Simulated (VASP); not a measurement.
Here is a VASP 6.6.1 calculation.

The input POSCAR:

```
W
1.0
   -1.6372325000      1.6372325000      1.6771650000
    1.6372325000     -1.6372325000      1.6771650000
    1.6372325000      1.6372325000     -1.6771650000
W
1
Direct
    0.0000000000      0.0000000000      0.0000000000
```

File INCAR.step1:

```
ALGO = Normal
EDIFF = 1E-4
ENCUT = 520
GGA = PE
ISMEAR = 0
LASPH = T
LCHARG = F
LREAL = F
LWAVE = T
NBANDS = 13
NELM = 80
PREC = Accurate
SIGMA = 0.15
```

File INCAR.step2:

```
ALGO = Normal
EDIFF = 1E-6
ENCUT = 520
ISIF = 2
ISMEAR = 0
ISTART = 1
LASPH = T
LCHARG = T
LELF = T
LMIXTAU = T
LREAL = F
LVHAR = T
LWAVE = F
METAGGA = R2SCAN
NBANDS = 13
NELM = 80
PREC = Accurate
SIGMA = 0.15
```

KPOINTS

```
k-points
0
Gamma
  20 20 20
```

Potentials or basis: VASP PAW PBE potentials, release 64 (W_sv).

Command:

```console
$ cat potpaw_PBE.64/W_sv/POTCAR > POTCAR
$ cp INCAR.step1 INCAR
$ mpirun -np 1 vasp_std > vasp.out
$ cp INCAR.step2 INCAR
$ mpirun -np 1 vasp_std > vasp.out
```

**Question.** Predict the band gap on the k mesh.

**Answer.** Zero (bands 7 and 8 overlap by 5.33 eV).

**Question.** Predict the pressure.

**Answer.** -29.6 GPa.

Stress tensor (GPa, compression positive):
```
-27.45   0.00   0.00
  0.00 -27.45   0.00
  0.00   0.00 -33.95
```

Caveat: the cell differs from its parent crystal (strain +0.025 along x and y, +0.050 along z); the cell stands under tension; the PAW data sets were made with another functional, which shifts forces and pressure a little; spin-orbit coupling is left out, which moves the levels of the heavy elements.
